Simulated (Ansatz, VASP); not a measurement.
## One calculation of Ge, two programs

POSCAR

```
Ge
1.0
    1.3686277522     -2.5474293491      0.0000000000
    1.3686277522      2.5474293491      0.0000000000
    0.0000000000      0.0000000000      2.6431496057
Ge
1
Direct
    0.5000000000      0.5000000000      0.0000000000
```

INCAR.step1

```
PREC = Accurate ; ENCUT = 520
EDIFF = 1E-5 ; ISMEAR = -1
SIGMA = 0.05 ; LREAL = F
LASPH = T ; NELM = 100
ALGO = Normal ; ISIF = 2
LWAVE = T ; LCHARG = F
GGA = PE ; NBANDS = 13
```

File INCAR.step2:

```
PREC = Accurate ; ENCUT = 520
EDIFF = 1E-6 ; ISMEAR = -1
SIGMA = 0.05 ; LREAL = F
LASPH = T ; NELM = 100
ALGO = Normal ; ISIF = 2
LWAVE = F ; LCHARG = F
GGA = PE ; LHFCALC = T
HFSCREEN = 0.2079 ; PRECFOCK = Normal
ISTART = 1 ; NBANDS = 13
```

KPOINTS

```
regular mesh
0
Gamma
  6 6 6
```

The input input:

```
crystal:
  lattice:
    - [1.3686277522, -2.5474293491, 0.0]
    - [1.3686277522, 2.5474293491, 0.0]
    - [0.0, 0.0, 2.6431496057]
  atoms:
    - { symbol: Ge, position: [0.5, 0.5, 0.0] }
hamiltonian:
  xc: hse06
  pseudopotentials: { kind: paw }
kpoints:
  mp_grid: { grid: [6, 6, 6] }
scf:
  occupations: { method: fermi_dirac, width: 0.05 }
output:
  forces: true
  stress: true
  eigenvalues: true
  write_density: true
  write_potential: true
  elf: true
  volumetric_format: npy
```

Alike in both runs: task single point; functional HSE06; k mesh 6 × 6 × 6; occupations fermi-dirac, width 0.05 eV; no spin polarisation.

```csv
,VASP,Ansatz
version,VASP 6.6.1,Ansatz 0.2.0
potentials or method,"VASP PAW PBE potentials, release 64 (Ge_d)",Ansatz PAW
plane-wave cutoff (eV),520,420
valence electrons in the cell,14,14
```

|  | VASP | Ansatz | Ansatz less VASP |
| --- | --- | --- | --- |
| gap on the k mesh at the Fermi level (eV) | none | none | - |
| pressure (GPa) | 1.9 | 1.7 | -0.24 |
| traceless stress, the component that is largest in VASP (GPa) | 7.46 | 7.49 | +0.034 |

A gap of «none» marks a metal or a gap that the smearing closes. With one functional, cell and mesh, what is left measures potentials, basis and numerics.

The k mesh is coarse, so the values compare programs but aren't converged.
